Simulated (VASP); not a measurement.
A run of VASP 6.6.1:

The input INCAR:

```
PREC = Accurate ; ENCUT = 520
EDIFF = 1E-7 ; ISMEAR = -1
SIGMA = 0.05 ; LREAL = False
LASPH = True ; NELM = 100
ALGO = Normal ; ISIF = 2
LWAVE = False ; LCHARG = False
GGA = PS ; NBANDS = 20
```

KPOINTS

```
regular mesh
0
Gamma
  19 19 19
```

Contents of POSCAR:

```
V
1.0
   -1.9963424745      1.9963424745      1.1508835287
    1.9963424745     -1.9963424745      1.1508835287
    1.9963424745      1.9963424745     -1.1508835287
V
2
Direct
   -0.3750000000     -0.1250000000     -0.2500000000
    0.3750000000      0.1250000000      0.2500000000
```

Potentials or basis: VASP PAW PBE potentials, release 64 (V_sv).

Command:

```bash
$ cat potpaw_PBE.64/V_sv/POTCAR > POTCAR
$ mpirun -np 1 vasp_std > vasp.out
```

Hardware: 1 thread of Intel(R) Xeon(R) Platinum 8488C (Sapphire Rapids) (shared host).

Estimate the wall time of this run.

Run time: 2.1 min on 1 thread of Intel(R) Xeon(R) Platinum 8488C (Sapphire Rapids), on a shared host, peak memory 0.27 GiB. Counts: scf iterations 13, k points 550.
